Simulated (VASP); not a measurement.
Write the native input for VASP 6.6.1 that does the following.

```yaml
Task: single point
Functional: LDA
Potentials_or_basis: VASP PAW LDA potentials, release 64 (Ga_d, As)
Cutoff: 520 eV
k_mesh: 13 × 13 × 13
Occupations: fermi-dirac, width 0.1 eV
Spin: no spin polarisation
Dipole_correction: no
Further_INCAR_settings: ALGO = Normal; EDIFF = 1e-06; NBANDS = 16
```

The structure of GaAs (rocksalt type) lies in POSCAR:

```
GaAs
1.0
    0.0000000000      2.4405695691      2.4405695691
    2.4405695691      0.0000000000      2.4405695691
    2.4405695691      2.4405695691      0.0000000000
Ga As
1 1
Direct
    0.0000000000      0.0000000000      0.0000000000
    0.5000000000      0.5000000000      0.5000000000
```

The input as run:

INCAR

```
SYSTEM = GaAs
ALGO = Normal
EDIFF = 1E-6
ENCUT = 520
ISIF = 2
ISMEAR = -1
LASPH = .TRUE.
LCHARG = .FALSE.
LREAL = .FALSE.
LWAVE = .FALSE.
NBANDS = 16
NELM = 100
PREC = Accurate
SIGMA = 0.1
```

KPOINTS

```
k-points
0
G
  13 13 13
  0 0 0
```

Potentials or basis: VASP PAW LDA potentials, release 64 (Ga_d, As).

The run is started by

```bash
$ cat potpaw_LDA.64/Ga_d/POTCAR potpaw_LDA.64/As/POTCAR > POTCAR
$ mpirun -np 1 vasp_std > vasp.out
```

Results of the run:

- Pressure: 33.8 GPa
- Band gap on the k mesh: zero (bands 9 and 10 overlap by 4.18 eV)

Caveat: the cell stands under pressure.

It took 59 s on 1 thread of Intel Xeon 8259CL, with other jobs on the host, peak memory 0.17 GiB.
